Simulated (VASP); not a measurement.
A run of VASP 6.6.1 is set up as follows.

The input INCAR:

```
SYSTEM = BAs
PREC     = Accurate       ! precision mode
ENCUT    = 520            ! plane-wave cutoff, eV
EDIFF    = 1E-7           ! SCF threshold, eV
ISMEAR   = -1             ! smearing method
SIGMA    = 0.05           ! smearing width, eV
LREAL    = .FALSE.        ! projectors in reciprocal space
LASPH    = .TRUE.         ! aspherical terms in the spheres
NELM     = 60             ! most SCF steps
ALGO     = Normal         ! electronic algorithm
ISIF     = 2              ! what is computed and relaxed
LWAVE    = .FALSE.        ! write WAVECAR
LCHARG   = .FALSE.        ! write CHGCAR
NBANDS   = 11             ! bands
```

KPOINTS

```
Automatic mesh
0
G
  13 13 13
  0 0 0
```

File POSCAR:

```
BAs
1.0
    0.0000000000      2.4199312360      2.4199312360
    2.4199312360      0.0000000000      2.4199312360
    2.4199312360      2.4199312360      0.0000000000
B As
1 1
Direct
    0.0000000000      0.0000000000      0.0000000000
    0.7500000000      0.7500000000      0.7500000000
```

Potentials or basis: VASP PAW LDA potentials, release 64 (B, As).

Run with:

```console
$ cat potpaw_LDA.64/B/POTCAR potpaw_LDA.64/As/POTCAR > POTCAR
$ mpirun -np 1 vasp_std > vasp.out
```

Problem. What does it give for the band gap on the k mesh?

Solution. 1.16 eV, indirect (least direct gap 3.20 eV).

Problem. Estimate the pressure.

Solution. -7.9 GPa.

 A k mesh can miss the band edges.
